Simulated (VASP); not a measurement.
Wanted: the native input for a VASP 6.6.1 run.

```yaml
Task: single point
Functional: PBEsol
Potentials_or_basis: VASP PAW PBE potentials, release 64 (Ga_d)
Cutoff: 520 eV
k_mesh: 18 × 18 × 18
Occupations: fermi-dirac, width 0.08 eV
Spin: no spin polarisation
Dipole_correction: no
Further_INCAR_settings: ALGO = Normal; EDIFF = 1e-07; NBANDS = 20
```

The structure of Ga lies in POSCAR:

```
Ga
1.0
   -2.2044750510      2.2044750510      1.1500798172
    2.2044750510     -2.2044750510      1.1500798172
    2.2044750510      2.2044750510     -1.1500798172
Ga
2
Direct
   -0.3750000000     -0.1250000000     -0.2500000000
    0.3750000000      0.1250000000      0.2500000000
```

These files were run (other wordings do the same):

INCAR

```
SYSTEM = Ga
PREC = Accurate
ENCUT = 520
EDIFF = 1E-7
ISMEAR = -1
SIGMA = 0.08
LREAL = .False.
LASPH = .True.
NELM = 60
ALGO = Normal
ISIF = 2
LWAVE = .False.
LCHARG = .False.
GGA = PS
NBANDS = 20
```

KPOINTS

```
Automatic mesh
0
Gamma
  18 18 18
  0 0 0
```

Potentials or basis: VASP PAW PBE potentials, release 64 (Ga_d).

The run is started by

```console
$ cat potpaw_PBE.64/Ga_d/POTCAR > POTCAR
$ mpirun -np 1 vasp_std > vasp.out
```

Results of the run:

| Item | Value |
| --- | --- |
| Pressure | 100.6 GPa |
| Band gap on the k mesh | zero (bands 13 and 14 overlap by 11.34 eV) |

Caveat: the cell stands under pressure; the PAW data sets were made with another functional, which shifts forces and pressure a little.

It took 2.3 min on 1 thread of Intel(R) Xeon(R) 6975P-C (Granite Rapids), with other jobs on the host, peak memory 0.29 GiB.
